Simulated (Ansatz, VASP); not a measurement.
## H4C in VASP and in Ansatz

```
C H
1.0
     7.95811    0.00000    0.00000
     0.00000    7.95811    0.00000
     0.00000    0.00000    7.95811
C H
8 32
Cartesian
  2.6496 5.6285 5.4046
  7.2948 0.7662 6.0508
  5.2170 5.9669 0.3378
  3.6362 3.7517 2.5886
  1.4688 7.2420 1.0728
  6.9908 4.6023 5.7606
  3.8394 2.0243 6.7094
  5.8491 1.0728 2.3338
  1.8587 5.2612 4.7433
  3.4358 4.8702 5.4796
  2.2287 5.8284 6.3950
  3.0714 6.5502 4.9896
  7.7523 1.4525 6.7705
  6.5227 0.1713 6.5488
  8.0636 0.0963 5.6510
  6.8443 1.3396 5.2331
  6.0952 6.5941 0.1614
  4.6008 6.4137 1.1234
  5.5356 4.9688 0.6480
  4.6333 5.8945 -0.5859
  3.2814 2.9952 3.2977
  3.5604 3.3714 1.5630
  4.6815 3.9970 2.8096
  3.0222 4.6529 2.6894
  1.2258 6.2589 0.6509
  2.3615 7.1592 1.7008
  0.6294 7.5966 1.6786
  1.6588 7.9519 0.2597
  6.2790 3.8154 6.0291
  7.6096 4.8554 6.6272
  6.4462 5.4969 5.4356
  7.6407 4.2452 4.9501
  4.7344 2.1254 7.3343
  3.4470 1.0044 6.7979
  4.0989 2.2258 5.6660
  3.0799 2.7413 7.0403
  6.5051 1.9243 2.5394
  5.3239 0.7851 3.2507
  6.4473 0.2265 1.9791
  5.1190 1.3448 1.5635
```

Alike in both runs: functional PBE; dispersion D3(BJ); k mesh 1 × 1 × 1; occupations fermi-dirac, width 0.05 eV; no spin polarisation.

Ansatz relaxed the structure, and its values are those at the end. VASP's run is a single point on that final structure, the one shown.

|  | VASP | Ansatz |
| --- | --- | --- |
| version | VASP 6.6.1 | Ansatz 0.2.0 |
| potentials or method | VASP PAW PBE potentials, release 64 (C, H), cutoff 520 eV | scalar-relativistic, plane waves, PAW |
| valence electrons in the cell | 64 | 64 |

Ansatz gave:

```
gap on the k mesh at the Fermi level (eV) : 7.28
rms of the force components (eV/Å)        : 0.034
```

Question: Which values does VASP return?

Answer: gap on the k mesh at the Fermi level (eV): 7.28; rms of the force components (eV/Å): 0.031.

Ansatz's warnings: xc potential rough in thin density.
